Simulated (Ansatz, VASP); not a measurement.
## Two plane-wave programs on SrTiO3

```xyz
5
Lattice="3.8914 0.0000 0.0000 0.0000 3.8914 0.0000 0.0000 0.0000 3.8914" Properties=species:S:1:pos:R:3 pbc="T T T"
Sr   -0.1944    0.0000    0.0000
Ti    2.2794    1.9457    1.9457
O     0.0038    1.9457    1.9457
O     1.9769    0.0000    1.9457
O     1.9769    1.9457    0.0000
```

Change from the starting cell: mode 1 frozen in at -0.062 Å and mode 7 at +0.299 Å (largest displacements).

Alike in both runs: task single point; functional PBEsol; k mesh 8 × 8 × 8; occupations gaussian, width 0.05 eV; no spin polarisation.

|  | VASP | Ansatz |
| --- | --- | --- |
| version | VASP 6.6.1 | Ansatz 0.2.0 |
| potentials or method | VASP PAW PBE potentials, release 64 (Sr_sv, Ti_sv, O), cutoff 520 eV | scalar-relativistic, plane waves, PAW |
| valence electrons in the cell | 40 | 40 |

```tsv
	VASP	Ansatz	Ansatz less VASP
gap on the k mesh at the Fermi level (eV)	1.87	1.91	+0.045
least direct gap on the mesh (eV)	2.54	2.58	+0.031
pressure (GPa)	12.3	11.4	-0.90
traceless stress, the component that is largest in VASP (GPa)	14.14	13.45	-0.691
rms of the force components (eV/Å)	2.409	2.294	-0.1155
```

VASP's potentials were made for PBE, not for PBEsol, and Ansatz warns of the same on its side. Atom by atom the forces differ by 0.118 eV/Å (rms over components). With one functional, cell and mesh, what is left measures potentials, basis and numerics.
